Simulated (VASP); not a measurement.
# BaTiO3 (Pm-3m) in VASP: a series of runs

BaTiO3 is run at these levels: PBEsol, PBE; tasks: relaxation of cell and atoms, single point.

All numbers are computed with VASP 6.6.1; they aren't measurements. Logs are shortened: lines on timing, memory, paths and dates and some standing lists are left out, and cuts for length are marked.

### 1 The cell of the first run

Symmetry: Pm-3m, No. 221, cubic system. The conventional cell has a = 4.006 Å, b = 4.006 Å, c = 4.006 Å, α = 90.00°, β = 90.00°, γ = 90.00°. Within 3.7 Å of Ba (site symmetry m-3m) lie 12 O at 2.83 Å and 8 Ti at 3.47 Å. Ti (site symmetry m-3m) has 6 O at 2.00 Å within 2.7 Å. O (site symmetry 4/mmm) has 2 Ti at 2.00 Å within 2.7 Å.

### 2 Relaxation of cell and atoms, PBEsol, target pressure 10 GPa, at which the enthalpy is minimised

Contents of INCAR:

```
SYSTEM = BaTiO3
PREC     = Accurate       ! precision mode
ENCUT    = 600            ! plane-wave cutoff, eV
EDIFF    = 1E-7           ! SCF threshold, eV
ISMEAR   = -1             ! smearing method
SIGMA    = 0.05           ! smearing width, eV
LREAL    = .FALSE.        ! projectors in reciprocal space
LASPH    = .TRUE.         ! aspherical terms in the spheres
NELM     = 60             ! most SCF steps
ALGO     = Normal         ! electronic algorithm
ISIF     = 3              ! what is computed and relaxed
LWAVE    = .FALSE.        ! write WAVECAR
LCHARG   = .FALSE.        ! write CHGCAR
GGA      = PS             ! functional
IBRION   = 2              ! ionic algorithm
NSW      = 60             ! ionic steps
EDIFFG   = -0.01          ! ionic threshold
PSTRESS  = 100.0
```

Contents of KPOINTS:

```
regular mesh
0
G
  7 7 7
  0 0 0
```

Contents of POSCAR:

```
BaTiO3
1.0
    4.0060000000      0.0000000000      0.0000000000
    0.0000000000      4.0060000000      0.0000000000
    0.0000000000      0.0000000000      4.0060000000
Ba Ti O
1 1 3
Direct
    0.5000000000      0.5000000000      0.5000000000
    0.0000000000      0.0000000000      0.0000000000
    0.0000000000      0.0000000000      0.5000000000
    0.0000000000      0.5000000000      0.0000000000
    0.5000000000      0.0000000000      0.0000000000
```

Potentials or basis: VASP PAW PBE potentials, release 64 (Ba_sv, Ti_sv, O).

Launch:

```console
$ cat potpaw_PBE.64/Ba_sv/POTCAR potpaw_PBE.64/Ti_sv/POTCAR potpaw_PBE.64/O/POTCAR > POTCAR
$ mpirun -np 1 vasp_std > vasp.out
```

OUTCAR:

```text
SYSTEM = BaTiO3
   PREC = Accurate
   ENCUT = 600
   EDIFF = 1E-7
   ISMEAR = -1
   LREAL = .FALSE.
   LASPH = .TRUE.
   NELM = 60
   ISIF = 3
   GGA = PS
   IBRION = 2
   NSW = 60
   EDIFFG = -0.01
   PSTRESS = 100.0

 ion  position               nearest neighbor table
   1  0.500  0.500  0.500-   3 2.83   4 2.83   5 2.83   4 2.83   5 2.83   3 2.83   5 2.83   5 2.83
                             3 2.83   4 2.83   4 2.83   3 2.83   2 3.47   2 3.47   2 3.47   2 3.47
   2  0.000  0.000  0.000-   3 2.00   4 2.00   5 2.00   3 2.00   4 2.00   5 2.00   1 3.47   1 3.47
                             1 3.47   1 3.47   1 3.47   1 3.47   1 3.47   1 3.47
   3  0.000  0.000  0.500-   2 2.00   2 2.00   1 2.83   1 2.83   1 2.83   1 2.83
   4  0.000  0.500  0.000-   2 2.00   2 2.00   1 2.83   1 2.83   1 2.83   1 2.83
   5  0.500  0.000  0.000-   2 2.00   2 2.00   1 2.83   1 2.83   1 2.83   1 2.83

  LATTYP: Found a simple cubic cell.
 ALAT       =     4.0060000000

  Lattice vectors:

 A1 = (   4.0060000000,   0.0000000000,   0.0000000000)
 A2 = (   0.0000000000,   4.0060000000,   0.0000000000)
 A3 = (   0.0000000000,   0.0000000000,   4.0060000000)

Analysis of symmetry for initial positions (statically):
=====================================================================
 Subroutine PRICEL returns:
 Original cell was already a primitive cell.

 Routine SETGRP: Setting up the symmetry group for a
 simple cubic supercell.

 Subroutine GETGRP returns: Found 48 space group operations
 (whereof 48 operations were pure point group operations)
 out of a pool of 48 trial point group operations.

The static configuration has the point symmetry O_h .

Analysis of symmetry for dynamics (positions and initial velocities):
=====================================================================
 Subroutine PRICEL returns:
 Original cell was already a primitive cell.

 Routine SETGRP: Setting up the symmetry group for a
 simple cubic supercell.

 Subroutine GETGRP returns: Found 48 space group operations
 (whereof 48 operations were pure point group operations)
 out of a pool of 48 trial point group operations.

The dynamic configuration has the point symmetry O_h .

 Subroutine INISYM returns: Found 48 space group operations
 (whereof 48 operations are pure point group operations),
 and found     1 'primitive' translations

----------------------------------------------------------------------------------------

                                     Primitive cell

  volume of cell :      64.2884

  direct lattice vectors                    reciprocal lattice vectors
     4.006000000  0.000000000  0.000000000     0.249625562  0.000000000  0.000000000
     0.000000000  4.006000000  0.000000000     0.000000000  0.249625562  0.000000000
     0.000000000  0.000000000  4.006000000     0.000000000  0.000000000  0.249625562

  length of vectors
     4.006000000  4.006000000  4.006000000     0.249625562  0.249625562  0.249625562

  position of ions in fractional coordinates (direct lattice)
     0.500000000  0.500000000  0.500000000
     0.000000000  0.000000000  0.000000000
     0.000000000  0.000000000  0.500000000
     0.000000000  0.500000000  0.000000000
     0.500000000  0.000000000  0.000000000

  ion indices of the primitive-cell ions
   primitive index   ion index
                 1           1
                 2           2
                 3           3
                 4           4
                 5           5

----------------------------------------------------------------------------------------

 KPOINTS: regular mesh

Automatic generation of k-mesh.
 Grid dimensions read from file:
 generate k-points for:    7    7    7

 Generating k-lattice:

  Cartesian coordinates                     Fractional coordinates (reciprocal lattice)
     0.035660795  0.000000000  0.000000000     0.142857143  0.000000000  0.000000000
     0.000000000  0.035660795  0.000000000     0.000000000  0.142857143  0.000000000
     0.000000000  0.000000000  0.035660795     0.000000000  0.000000000  0.142857143

  Length of vectors
     0.035660795  0.035660795  0.035660795

  Shift w.r.t. Gamma in fractional coordinates (k-lattice)
     0.000000000  0.000000000  0.000000000

 Subroutine IBZKPT returns following result:
 ===========================================

 Found     20 irreducible k-points:

 Following reciprocal coordinates:
            Coordinates               Weight
  0.000000  0.000000  0.000000      1.000000
  0.142857  0.000000  0.000000      6.000000
  0.285714  0.000000  0.000000      6.000000
  0.428571  0.000000  0.000000      6.000000
  0.142857  0.142857  0.000000     12.000000
  0.285714  0.142857  0.000000     24.000000
[... 12 lines left out ...]
  0.428571  0.428571  0.285714     24.000000
  0.428571  0.428571  0.428571      8.000000
   k-points           NKPTS =     20   k-points in BZ     NKDIM =     20   number of bands    NBANDS=     24
   number of dos      NEDOS =    301   number of ions     NIONS =      5
   total plane-waves  NPLWV =  32768
   dimension x,y,z NGX =    32 NGY =   32 NGZ =   32
   dimension x,y,z NGXF=    64 NGYF=   64 NGZF=   64
   ions per type =               1   1   3
   NGX,Y,Z   is equivalent  to a cutoff of  13.28, 13.28, 13.28 a.u.
   NGXF,Y,Z  is equivalent  to a cutoff of  26.56, 26.56, 26.56 a.u.
 SYSTEM =  BaTiO3
   PREC   = accura    normal or accurate (medium, high low for compatibility)
   ISTART =      0    job   : 0-new  1-cont  2-samecut
   ICHARG =      2    charge: 1-file 2-atom 10-const
   ISPIN  =      1    spin polarized calculation?
   LNONCOLLINEAR =      F non collinear calculations
   LSORBIT =      F    spin-orbit coupling
   LASPH  =      T    aspherical Exc in radial PAW
   ENCUT  =  600.0 eV  44.10 Ry    6.64 a.u.   8.00  8.00  8.00*2*pi/ulx,y,z
   NELM   =     60;   NELMIN=  2; NELMDL= -5     # of ELM steps
   EDIFF  = 0.1E-06   stopping-criterion for ELM
   LREAL  =      F    real-space projection
   EDIFFG = -.1E-01   stopping-criterion for IOM
   NSW    =     60    number of steps for IOM
   IBRION =      2    ionic relax: 0-MD 1-quasi-New 2-CG
   NFREE  =      1    steps in history (QN), initial steepest desc. (CG)
   ISIF   =      3    stress and relaxation
   ISYM   =      2    0-nonsym 1-usesym 2-fastsym
   POTIM  = 0.5000    time-step for ionic-motion
   TEBEG  =    0.0;   TEEND  =   0.0 temperature during run
   PSTRESS=  100.0 pullay stress
   NELECT =      40.0000    total number of electrons
   NUPDOWN=      -1.0000    fix difference up-down
   EMIN   =  10.00;   EMAX   =-10.00  energy-range for DOS
   EFERMI =   0.00;   METHOD = LEGACY
   ISMEAR =    -1;   SIGMA  =   0.05  broadening in eV -4-tet -1-fermi 0-gaus
   EFERMI_NEDOS =   21; number of points for ismear=-14 and -15
   IALGO  =     38    algorithm
   IMIX   =      4    mixing-type and parameters
     AMIX     =   0.40;   BMIX     =  1.00
     AMIX_MAG =   1.60;   BMIX_MAG =  1.00
  volume/ion in A,a.u.               =      12.86        86.77
  Fermi-wavevector in a.u.,A,eV,Ry     =   1.397603  2.641087 26.576187  1.953295
  Thomas-Fermi vector in A             =   2.520843
   LORBIT       =      0    0 simple, 1 ext, 2 COOP (PROOUT), +10 PAW based schemes
   GGA     = PS    functional components
   LHFCALC =     F    Hartree Fock is set to
   AEXX    =    0.0000 exact exchange contribution
   IVDW    =     0    specifies the selected vdW correction
   LEPSILON=     F    determine dielectric tensor
   LRPA    =     F    only Hartree local field effects (RPA)
 conjugate gradient relaxation of ions
 non-spin polarized calculation
  energy-cutoff  :      600.00
  volume of cell :       64.29
 maximum number of plane-waves:      2170
   NGX = 17   NGY = 17   NGZ = 17

--------------------------------------- Ionic step        1  -------------------------------------------

 number of electron      39.9999998 magnetization

 Free energy of the ion-electron system (eV)
  ---------------------------------------------------
  ext. energy  EPLUGINS =         0.00000000
  ---------------------------------------------------
  free energy    TOTEN  =       -41.97896099 eV

  energy without entropy =      -41.97896098  energy(sigma->0) =      -41.97896099

------------------------ aborting loop because EDIFF is reached ----------------------------------------

  FORCE on cell =-STRESS in cart. coord.  units (eV):
  Direction    XX          YY          ZZ          XY          YZ          ZX
  --------------------------------------------------------------------------------------
  -------------------------------------------------------------------------------------
  Total       -1.1831416     -1.1831416     -1.1831416     -0.0000000     -0.0000000      0.0000000
  in kB      -29.4859052    -29.4859052    -29.4859052     -0.0000000     -0.0000000      0.0000000
  external PRESSURE =    -129.4859052 kB  Pullay stress =     100.0000000 kB

 VOLUME and BASIS-vectors are now :
 -----------------------------------------------------------------------------
  energy-cutoff  :      600.00
  volume of cell :       64.29
      direct lattice vectors                 reciprocal lattice vectors
     4.006000000  0.000000000  0.000000000     0.249625562  0.000000000  0.000000000
     0.000000000  4.006000000  0.000000000     0.000000000  0.249625562  0.000000000
     0.000000000  0.000000000  4.006000000     0.000000000  0.000000000  0.249625562
[... 93 lines left out ...]
  FREE ENERGIE OF THE ION-ELECTRON SYSTEM (eV)
  ---------------------------------------------------
  free  energy   TOTEN  =       -41.9033226748 eV

  energy  without entropy=      -41.9033226737  energy(sigma->0) =      -41.90332267

  enthalpy is  TOTEN    =       -38.1457532488 eV   P V=        3.7575694260

--------------------------------------- Ionic step        4  -------------------------------------------

 number of electron      39.9999976 magnetization

 Free energy of the ion-electron system (eV)
  ---------------------------------------------------
  ext. energy  EPLUGINS =         0.00000000
  ---------------------------------------------------
  free energy    TOTEN  =       -41.89793836 eV

  energy without entropy =      -41.89793836  energy(sigma->0) =      -41.89793836

 E-fermi :   5.1134     XC(G=0): -11.8606

 val. band max:        4.1347021481   @ k =   0.4286   0.4286   0.4286
 cond. band min:       6.0220475686   @ k =   0.0000   0.0000   0.0000
 fundamental gap:      1.8873454205
 Fermi energy:         5.1133717352

 k-point     1 :       0.0000    0.0000    0.0000
  band No.  band energies     occupation
      1     -51.8889      2.00000
      2     -28.2541      2.00000
      3     -28.2541      2.00000
      4     -28.2541      2.00000
      5     -20.4290      2.00000
      6     -12.7500      2.00000
[... 16 lines left out ...]
     23       6.0220      0.00000
     24       8.5874      0.00000
[... 533 lines left out ...]
 POSITION                                       TOTAL-FORCE (eV/Angst)
 -----------------------------------------------------------------------------------
      1.95868      1.95868      1.95868        -0.000000      0.000000      0.000000
      0.00000      0.00000      0.00000         0.000000     -0.000000      0.000000
     -0.00000     -0.00000      1.95868         0.000000     -0.000000      0.000000
     -0.00000      1.95868     -0.00000         0.000000      0.000000      0.000000
      1.95868     -0.00000      0.00000         0.000000      0.000000      0.000000
 -----------------------------------------------------------------------------------
    total drift:                                0.000000      0.000000     -0.000000

  FREE ENERGIE OF THE ION-ELECTRON SYSTEM (eV)
  ---------------------------------------------------
  free  energy   TOTEN  =       -41.8979383563 eV

  energy  without entropy=      -41.8979383552  energy(sigma->0) =      -41.89793836

  enthalpy is  TOTEN    =       -38.1458617196 eV   P V=        3.7520766366

 reached required accuracy - stopping structural energy minimisation
```

It took 48 s on 1 thread of Intel Xeon 6975P-C (Granite Rapids), shared host; peak memory 0.21 GiB.

What came out:

```
Free energy                                            : -41.8979 eV
Relaxed volume                                         : 12.02 Å³/atom
Relaxed cell                                           : a = 3.917 Å, b = 3.917 Å, c = 3.917 Å, α = 90.00°, β = 90.00°, γ = 90.00°
Space group after relaxing (to 0.05 Å)                 : Pm-3m (No. 221)
Energy change on relaxing (the enthalpy is what falls) : +16.2 meV/atom
Ionic steps                                            : 4
Pressure after relaxing                                : 10.0 GPa
Band gap on the k mesh                                 : 1.89 eV, indirect (least direct gap 1.89 eV)
```

The path:
| step | energy change (eV) | largest force (eV/Å) | pressure (GPa) | volume (Å³) |
| --- | --- | --- | --- | --- |
| 1 | 0.0000 | 0.0000 | -2.95 | 64.29 |
| 2 | 0.7326 | 0.0000 | 33.20 | 55.10 |
| 3 | 0.0756 | 0.0000 | 9.64 | 60.20 |
| 4 | 0.0810 | 0.0000 | 9.97 | 60.11 |

Final structure:
```xyz
5
Lattice="3.9174 0.0000 0.0000 0.0000 3.9174 0.0000 0.0000 0.0000 3.9174" Properties=species:S:1:pos:R:3 pbc="T T T"
Ba    1.9587    1.9587    1.9587
Ti    0.0000    0.0000    0.0000
O     0.0000    0.0000    1.9587
O     0.0000    1.9587    0.0000
O     1.9587    0.0000    0.0000
```

Caveat: the cell is relaxed towards a set pressure, so the enthalpy falls and the energy may rise; the PAW data sets were made with another functional, which shifts forces and pressure a little; spin-orbit coupling is left out, which moves the levels of the heavy elements.

### 3 Relaxation of cell and atoms, PBEsol, target pressure 20 GPa, at which the enthalpy is minimised

Contents of INCAR:

```
ALGO = Normal
EDIFF = 1E-7
EDIFFG = -0.01
ENCUT = 600
GGA = PS
IBRION = 2
ISIF = 3
ISMEAR = -1
LASPH = T
LCHARG = F
LREAL = F
LWAVE = F
NELM = 100
NSW = 60
PREC = Accurate
PSTRESS = 200.0
SIGMA = 0.05
```

Contents of KPOINTS:

```
k-points
0
Gamma
  7 7 7
```

POSCAR is that of step 2.

Potentials or basis: VASP PAW PBE potentials, release 64 (Ba_sv, Ti_sv, O).

Launch:

```console
$ cat potpaw_PBE.64/Ba_sv/POTCAR potpaw_PBE.64/Ti_sv/POTCAR potpaw_PBE.64/O/POTCAR > POTCAR
$ mpirun -np 1 vasp_std > vasp.out
```

Run time: 79 s. Hardware: 1 thread of Intel Xeon 6975P-C (Granite Rapids), shared host; peak memory 0.21 GiB.

The run converged. Its results:

```
Free energy                                            : -41.6735 eV
Relaxed volume                                         : 11.54 Å³/atom
Relaxed cell                                           : a = 3.864 Å, b = 3.864 Å, c = 3.864 Å, α = 90.00°, β = 90.00°, γ = 90.00°
Space group after relaxing (to 0.05 Å)                 : Pm-3m (No. 221)
Energy change on relaxing (the enthalpy is what falls) : +61.1 meV/atom
Ionic steps                                            : 7
Pressure after relaxing                                : 20.0 GPa
Band gap on the k mesh                                 : 1.91 eV, direct
```

The path:
```csv
step,energy change (eV),largest force (eV/Å),pressure (GPa),volume (Å³)
1,0.0000,0.0000,-2.95,64.29
2,3.0071,0.0000,84.35,48.63
3,0.2684,0.0000,18.61,57.99
4,0.2982,0.0000,19.73,57.74
5,0.3140,0.0000,20.31,57.62
6,0.2934,0.0000,19.55,57.78
7,0.3055,0.0000,20.00,57.69
```

Final structure:
```xyz
5
Lattice="3.8639 0.0000 0.0000 0.0000 3.8639 0.0000 0.0000 0.0000 3.8639" Properties=species:S:1:pos:R:3 pbc="T T T"
Ba    1.9319    1.9319    1.9319
Ti    0.0000    0.0000    0.0000
O     0.0000    0.0000    1.9319
O     0.0000    1.9319    0.0000
O     1.9319    0.0000    0.0000
```

Levels at points of the mesh, in eV from the valence-band top:
```
           k point  band 16  band 17  band 18  band 19  band 20  band 21  band 22  band 23  band 24
(0.00, 0.00, 0.00)    -1.27    -1.27     0.00     0.00     0.00     1.91     1.91     1.91     4.68
```

Caveat: the cell is relaxed towards a set pressure, so the enthalpy falls and the energy may rise; the PAW data sets were made with another functional, which shifts forces and pressure a little; spin-orbit coupling is left out, which moves the levels of the heavy elements.

(Part 1 of 2 ends here.)
